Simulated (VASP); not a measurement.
Set up this calculation in VASP 6.6.1, as the native input.

| Quantity | Value |
| --- | --- |
| Task | relaxation of cell and atoms |
| Functional | PBEsol |
| Potentials or basis | VASP PAW PBE potentials, release 64 (Sb) |
| Cutoff | 600 eV |
| k mesh | 10 × 10 × 10 |
| Occupations | fermi-dirac, width 0.1 eV |
| Spin | no spin polarisation |
| Target pressure | 10 GPa |
| Dipole correction | no |
| Further INCAR settings | ALGO = Normal; EDIFF = 1e-06; IBRION = 2; EDIFFG = -0.03; NSW = 80; ISIF = 3 |

The structure of Sb lies in POSCAR:

```
Sb
1.0
    3.2597620000      0.0000000000      0.0000000000
    1.6298810000      2.8230367023      0.0000000000
    1.6298810000      0.9410122341      2.6615845276
Sb
1
Direct
    0.0000000000      0.0000000000      0.0000000000
```

These files were run (other wordings do the same):

INCAR

```
ALGO = Normal
EDIFF = 1E-6
EDIFFG = -0.03
ENCUT = 600
GGA = PS
IBRION = 2
ISIF = 3
ISMEAR = -1
LASPH = T
LCHARG = F
LREAL = F
LWAVE = F
NELM = 60
NSW = 80
PREC = Accurate
PSTRESS = 100.0
SIGMA = 0.1
```

KPOINTS

```
k-points
0
Gamma
  10 10 10
```

Potentials or basis: VASP PAW PBE potentials, release 64 (Sb).

Command:

```bash
$ cat potpaw_PBE.64/Sb/POTCAR > POTCAR
$ mpirun -np 1 vasp_std > vasp.out
```

Results of the run:

* Relaxed volume: 23.30 Å³/atom
* Relaxed cell: a = 3.206 Å, b = 3.206 Å, c = 3.206 Å, α = 60.00°, β = 60.00°, γ = 60.00°
* Space group after relaxing (to 0.05 Å): Fm-3m (No. 225)
* Energy change on relaxing (the enthalpy is what falls): +54.6 meV/atom
* Ionic steps: 3
* Pressure after relaxing: 9.9 GPa

Caveat: the cell is relaxed towards a set pressure, so the enthalpy falls and the energy may rise; the PAW data sets were made with another functional, which shifts forces and pressure a little.

It took 19 s on 1 thread of Intel(R) Xeon(R) 6975P-C (Granite Rapids), with other jobs on the host, peak memory 0.16 GiB.
